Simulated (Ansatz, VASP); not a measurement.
## One calculation of SiC, two programs

INCAR

```
ALGO = Normal
EDIFF = 1E-6
ENCUT = 520
GGA = PS
ISIF = 2
ISMEAR = 0
LASPH = T
LCHARG = F
LREAL = F
LWAVE = F
NBANDS = 11
NELM = 60
PREC = Accurate
SIGMA = 0.05
```

The input KPOINTS:

```
k-points
0
Gamma
  12 12 12
```

The input POSCAR:

```
SiC
1.0
    0.0000000000      2.0829589532      2.0829589532
    2.0829589532      0.0000000000      2.0829589532
    2.1397543007      2.1397543007     -0.0567953475
Si C
1 1
Direct
    0.0000000000      0.0000000000      0.0000000000
    0.7500000000      0.7500000000      0.7500000000
```

Input for Ansatz:

```yaml
crystal:
  lattice:
    - [0.0, 2.0829589532, 2.0829589532]
    - [2.0829589532, 0.0, 2.0829589532]
    - [2.1397543007, 2.1397543007, -0.0567953475]
  atoms:
    - { symbol: Si, position: [0.0, 0.0, 0.0] }
    - { symbol: C, position: [0.75, 0.75, 0.75] }
basis:
  ecutwfc: 520.0
kpoints:
  mp_grid: { grid: [12, 12, 12] }
hamiltonian:
  xc: pbesol
  pseudopotentials: { kind: paw, azcp: { folder: soft_1 } }
scf:
  occupations: { method: gaussian, width: 0.05 }
output:
  forces: true
  stress: true
  eigenvalues: true
```

Alike in both runs: task single point; functional PBEsol; k mesh 12 × 12 × 12; occupations gaussian, width 0.05 eV; no spin polarisation.

|  | VASP | Ansatz |
| --- | --- | --- |
| version | VASP 6.6.1 | Ansatz 0.2.0 |
| potentials or method | VASP PAW PBE potentials, release 64 (Si, C), cutoff 520 eV | scalar-relativistic, plane waves, PAW |
| valence electrons in the cell | 8 | 8 |

```csv
,VASP,Ansatz,Ansatz less VASP
gap on the k mesh at the Fermi level (eV),1.01,1.03,+0.014
least direct gap on the mesh (eV),4.27,4.29,+0.020
pressure (GPa),26.1,25.7,-0.38
"traceless stress, the component that is largest in VASP (GPa)",-9.11,-9.05,+0.064
rms of the force components (eV/Å),0.328,0.325,-0.0027
```

VASP's potentials were made for PBE, not for PBEsol, and Ansatz warns of the same on its side. Atom by atom the forces differ by 0.003 eV/Å (rms over components).
